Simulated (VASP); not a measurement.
# Ag (I4/mmm) in VASP: further runs

The runs below take Ag through single point, with PBEsol.

Program: VASP 6.6.1. These are calculated values, not measurements. Logs are shortened: lines on timing, memory, paths and dates and some standing lists are left out, and cuts for length are marked.

### Step 1. The cell of the first run

Symmetry: I4/mmm, No. 139, tetragonal system. Conventional cell: a = 2.976 Å, b = 2.976 Å, c = 4.086 Å, α = 90.00°, β = 90.00°, γ = 90.00°. Ag (site symmetry 4/mmm) has 12 Ag at 2.93 to 2.98 Å within 3.9 Å.

### Step 2. Single point, PBEsol (strain +0.030 along x and y, +0.000 along z)

Contents of INCAR:

```
SYSTEM = Ag
ALGO = Normal ; EDIFF = 1E-7
ENCUT = 520 ; GGA = PS
ISIF = 2 ; ISMEAR = 0
LASPH = .TRUE. ; LCHARG = .FALSE.
LREAL = .FALSE. ; LWAVE = .FALSE.
NBANDS = 12 ; NELM = 60
PREC = Accurate ; SIGMA = 0.15
```

Contents of KPOINTS:

```
k-points
0
G
  20 20 20
  0 0 0
```

Contents of POSCAR:

```
Ag
1.0
    0.0000000000      2.1043930000      2.0431000000
    2.1043930000      0.0000000000      2.0431000000
    2.1043930000      2.1043930000      0.0000000000
Ag
1
Direct
    0.0000000000      0.0000000000      0.0000000000
```

Potentials or basis: VASP PAW PBE potentials, release 64 (Ag).

Command:

```bash
$ cat potpaw_PBE.64/Ag/POTCAR > POTCAR
$ mpirun -np 1 vasp_std > vasp.out
```

OUTCAR:

```text
SYSTEM = Ag
   EDIFF = 1E-7
   ENCUT = 520
   GGA = PS
   ISIF = 2
   ISMEAR = 0
   LASPH = .TRUE.
   LREAL = .FALSE.
   NELM = 60
   PREC = Accurate

 ion  position               nearest neighbor table
   1  0.000  0.000  0.000-

  LATTYP: Found a body centered tetragonal cell.
 ALAT       =     2.9760611212
 C/A-ratio  =     1.3730228761

  Lattice vectors:

 A1 = (   0.0000000000,  -2.1043930000,  -2.0431000000)
 A2 = (   0.0000000000,   2.1043930000,  -2.0431000000)
 A3 = (   2.1043930000,   0.0000000000,   2.0431000000)

Analysis of symmetry for initial positions (statically):
=====================================================================
 Subroutine PRICEL returns:
 Original cell was already a primitive cell.

 Routine SETGRP: Setting up the symmetry group for a
 body centered tetragonal supercell.

 Subroutine GETGRP returns: Found 16 space group operations
 (whereof 16 operations were pure point group operations)
 out of a pool of 16 trial point group operations.

The static configuration has the point symmetry D_4h.

Analysis of symmetry for dynamics (positions and initial velocities):
=====================================================================
 Subroutine PRICEL returns:
 Original cell was already a primitive cell.

 Routine SETGRP: Setting up the symmetry group for a
 body centered tetragonal supercell.

 Subroutine GETGRP returns: Found 16 space group operations
 (whereof 16 operations were pure point group operations)
 out of a pool of 16 trial point group operations.

The dynamic configuration has the point symmetry D_4h.

 Subroutine INISYM returns: Found 16 space group operations
 (whereof 16 operations are pure point group operations),
 and found     1 'primitive' translations

----------------------------------------------------------------------------------------

                                     Primitive cell

  volume of cell :      18.0956

  direct lattice vectors                    reciprocal lattice vectors
     0.000000000  2.104393000  2.043100000    -0.237598205  0.237598205  0.244726151
     2.104393000  0.000000000  2.043100000     0.237598205 -0.237598205  0.244726151
     2.104393000  2.104393000  0.000000000     0.237598205  0.237598205 -0.244726151

  length of vectors
     2.933040659  2.933040659  2.976061121     0.415688229  0.415688229  0.415688229

  position of ions in fractional coordinates (direct lattice)
     0.000000000  0.000000000  0.000000000

  ion indices of the primitive-cell ions
   primitive index   ion index
                 1           1

----------------------------------------------------------------------------------------

 KPOINTS: k-points

Automatic generation of k-mesh.
 Grid dimensions read from file:
 generate k-points for:   20   20   20

 Generating k-lattice:

  Cartesian coordinates                     Fractional coordinates (reciprocal lattice)
    -0.011879910  0.011879910  0.012236308     0.050000000  0.000000000  0.000000000
     0.011879910 -0.011879910  0.012236308     0.000000000  0.050000000  0.000000000
     0.011879910  0.011879910 -0.012236308     0.000000000  0.000000000  0.050000000

  Length of vectors
     0.020784411  0.020784411  0.020784411

  Shift w.r.t. Gamma in fractional coordinates (k-lattice)
     0.000000000  0.000000000  0.000000000

 Subroutine IBZKPT returns following result:
 ===========================================

 Found    641 irreducible k-points:

 Following reciprocal coordinates:
            Coordinates               Weight
  0.000000  0.000000  0.000000      1.000000
  0.050000  0.000000  0.000000      8.000000
  0.100000  0.000000  0.000000      8.000000
  0.150000  0.000000  0.000000      8.000000
  0.200000  0.000000  0.000000      8.000000
  0.250000  0.000000  0.000000      8.000000
[... 16 lines left out ...]
 -0.400000  0.050000  0.000000      8.000000
 -0.350000  0.050000  0.000000      8.000000
 [... further k-points ...]
   k-points           NKPTS =    641   k-points in BZ     NKDIM =    641   number of bands    NBANDS=     12
   number of dos      NEDOS =    301   number of ions     NIONS =      1
   total plane-waves  NPLWV =  13824
   dimension x,y,z NGX =    24 NGY =   24 NGZ =   24
   dimension x,y,z NGXF=    48 NGYF=   48 NGZF=   48
   ions per type =               1
   NGX,Y,Z   is equivalent  to a cutoff of  13.60, 13.60, 13.41 a.u.
   NGXF,Y,Z  is equivalent  to a cutoff of  27.21, 27.21, 26.81 a.u.
 SYSTEM =  Ag
   PREC   = accura    normal or accurate (medium, high low for compatibility)
   ISTART =      0    job   : 0-new  1-cont  2-samecut
   ICHARG =      2    charge: 1-file 2-atom 10-const
   ISPIN  =      1    spin polarized calculation?
   LNONCOLLINEAR =      F non collinear calculations
   LSORBIT =      F    spin-orbit coupling
   LASPH  =      T    aspherical Exc in radial PAW
   ENCUT  =  520.0 eV  38.22 Ry    6.18 a.u.   5.45  5.45  5.53*2*pi/ulx,y,z
   NELM   =     60;   NELMIN=  2; NELMDL= -5     # of ELM steps
   EDIFF  = 0.1E-06   stopping-criterion for ELM
   LREAL  =      F    real-space projection
   EDIFFG = 0.1E-05   stopping-criterion for IOM
   NSW    =      0    number of steps for IOM
   IBRION =     -1    ionic relax: 0-MD 1-quasi-New 2-CG
   NFREE  =      0    steps in history (QN), initial steepest desc. (CG)
   ISIF   =      2    stress and relaxation
   ISYM   =      2    0-nonsym 1-usesym 2-fastsym
   POTIM  = 0.5000    time-step for ionic-motion
   TEBEG  =    0.0;   TEEND  =   0.0 temperature during run
   PSTRESS=    0.0 pullay stress
   NELECT =      11.0000    total number of electrons
   NUPDOWN=      -1.0000    fix difference up-down
   EMIN   =  10.00;   EMAX   =-10.00  energy-range for DOS
   EFERMI =   0.00;   METHOD = LEGACY
   ISMEAR =     0;   SIGMA  =   0.15  broadening in eV -4-tet -1-fermi 0-gaus
   EFERMI_NEDOS =   21; number of points for ismear=-14 and -15
   IALGO  =     38    algorithm
   IMIX   =      4    mixing-type and parameters
     AMIX     =   0.40;   BMIX     =  1.00
     AMIX_MAG =   1.60;   BMIX_MAG =  1.00
  volume/ion in A,a.u.               =      18.10       122.12
  Fermi-wavevector in a.u.,A,eV,Ry     =   1.386803  2.620677 26.167013  1.923221
  Thomas-Fermi vector in A             =   2.511084
   LORBIT       =      0    0 simple, 1 ext, 2 COOP (PROOUT), +10 PAW based schemes
   GGA     = PS    functional components
   LHFCALC =     F    Hartree Fock is set to
   AEXX    =    0.0000 exact exchange contribution
   IVDW    =     0    specifies the selected vdW correction
   LEPSILON=     F    determine dielectric tensor
   LRPA    =     F    only Hartree local field effects (RPA)
 non-spin polarized calculation
 Gauss-broadening in eV      SIGMA  =   0.15
  energy-cutoff  :      520.00
  volume of cell :       18.10
 maximum number of plane-waves:       517
 NGX is ok and might be reduce to    24
   NGX = 11   NGY = 11   NGZ = 11

 number of electron      11.0000000 magnetization

 Free energy of the ion-electron system (eV)
  ---------------------------------------------------
  ext. energy  EPLUGINS =         0.00000000
  ---------------------------------------------------
  free energy    TOTEN  =        -3.27273740 eV

  energy without entropy =       -3.27046771  energy(sigma->0) =       -3.27160255

 E-fermi :   7.4157     XC(G=0): -12.0604

 val. band max:        7.4095670791   @ k =   0.5000   0.1000   0.3000
 cond. band min:       7.4294875267   @ k =   0.4500  -0.0000   0.3500
 fundamental gap:      0.0199204477
 Fermi energy:         7.4157260206

 k-point     1 :       0.0000    0.0000    0.0000
  band No.  band energies     occupation
      1       0.0321      2.00000
      2       2.8164      2.00000
      3       2.8164      2.00000
      4       2.9818      2.00000
      5       3.7227      2.00000
      6       3.8942      2.00000
      7      23.2891      0.00000
      8      26.3933      0.00000
      9      26.3933      0.00000
     10      26.7152      0.00000
     11      31.1767      0.00000
     12      31.7414      0.00000

 k-point     2 :       0.0500    0.0000    0.0000
  band No.  band energies     occupation
      1       0.1069      2.00000
      2       2.8122      2.00000
      3       2.8366      2.00000
      4       2.9893      2.00000
      5       3.7170      2.00000
      6       3.8848      2.00000
      7      23.2916      0.00000
      8      25.7810      0.00000
      9      26.4111      0.00000
     10      26.6393      0.00000
     11      31.1768      0.00000
     12      31.7976      0.00000

 k-point     3 :       0.1000    0.0000    0.0000
  band No.  band energies     occupation
      1       0.3254      2.00000
      2       2.7913      2.00000
      3       2.8901      2.00000
      4       3.0231      2.00000
      5       3.7068      2.00000
      6       3.8624      2.00000
      7      23.0634      0.00000
      8      24.5685      0.00000
      9      26.4502      0.00000
     10      26.6568      0.00000
     11      30.4506      0.00000
     12      31.5759      0.00000
[... 286 lines left out ...]
 k-point    23 :      -0.4000    0.0500    0.0000
  band No.  band energies     occupation
      1       1.4853      2.00000
      2       2.8360      2.00000
      3       2.9475      2.00000
      4       4.2948      2.00000
      5       4.4021      2.00000
      6       6.1432      2.00000
      7      12.3058      0.00000
      8      22.6358      0.00000
      9      24.2783      0.00000
     10      24.7865      0.00000
     11      29.1750      0.00000
     12      29.8785      0.00000

 k-point    24 :      -0.3500    0.0500    0.0000
  band No.  band energies     occupation
      1       1.5300      2.00000
      2       2.8832      2.00000
      3       2.9986      2.00000
      4       4.1072      2.00000
      5       4.2292      2.00000
      6       5.1788      2.00000
      7      13.9193      0.00000
      8      22.8863      0.00000
      9      24.4237      0.00000
     10      25.5090      0.00000
     11      29.0340      0.00000
     12      29.6676      0.00000

 [... further k-points ...]
[... 5 lines left out ...]
  --------------------------------------------------------------------------------------
  -------------------------------------------------------------------------------------
  Total       -0.9233791     -0.9233791     -0.8273371      0.0000000      0.0000000     -0.0000000
  in kB      -81.7555642    -81.7555642    -73.2520506      0.0000000      0.0000000     -0.0000000
  external PRESSURE =     -78.9210597 kB  Pullay stress =       0.0000000 kB

 VOLUME and BASIS-vectors are now :
 -----------------------------------------------------------------------------
  energy-cutoff  :      520.00
  volume of cell :       18.10
      direct lattice vectors                 reciprocal lattice vectors
     0.000000000  2.104393000  2.043100000    -0.237598205  0.237598205  0.244726151
     2.104393000  0.000000000  2.043100000     0.237598205 -0.237598205  0.244726151
     2.104393000  2.104393000  0.000000000     0.237598205  0.237598205 -0.244726151

 POSITION                                       TOTAL-FORCE (eV/Angst)
 -----------------------------------------------------------------------------------
      0.00000      0.00000      0.00000         0.000000      0.000000     -0.000000
 -----------------------------------------------------------------------------------
    total drift:                                0.000000      0.000000     -0.000000

  FREE ENERGIE OF THE ION-ELECTRON SYSTEM (eV)
  ---------------------------------------------------
  free  energy   TOTEN  =        -3.2727373959 eV

  energy  without entropy=       -3.2704677117  energy(sigma->0) =       -3.27160255
```

It took 91 s on 1 thread of AMD EPYC 7R13 (Zen 3), shared host; peak memory 0.22 GiB.

Results:

```yaml
Free_energy: -3.2727 eV
Pressure: -7.9 GPa
```

Levels at points of the mesh, in eV from the Fermi level:
```
           k point  band 2  band 3  band 4  band 5  band 6  band 7  band 8  band 9  band 10  band 11
(0.00, 0.00, 0.00)   -4.60   -4.60   -4.43   -3.69   -3.52   15.87   18.98   18.98    19.30    23.76
(0.50, 0.00, 0.00)   -4.64   -4.48   -2.92   -2.85   -0.28    3.29   15.03   16.88    17.63    21.71
(0.50, 0.50, 0.00)   -5.90   -2.91   -2.69   -2.69    1.95    6.75    9.98    9.98    16.13    16.16
(0.50, 0.00, 0.50)   -5.91   -2.91   -2.76   -2.64    1.46    6.05   10.49   10.51    16.65    16.66
```

Caveat: the cell differs from its parent crystal (strain +0.030 along x and y, +0.000 along z); the PAW data sets were made with another functional, which shifts forces and pressure a little.

(Part 1 of 2 ends here.)
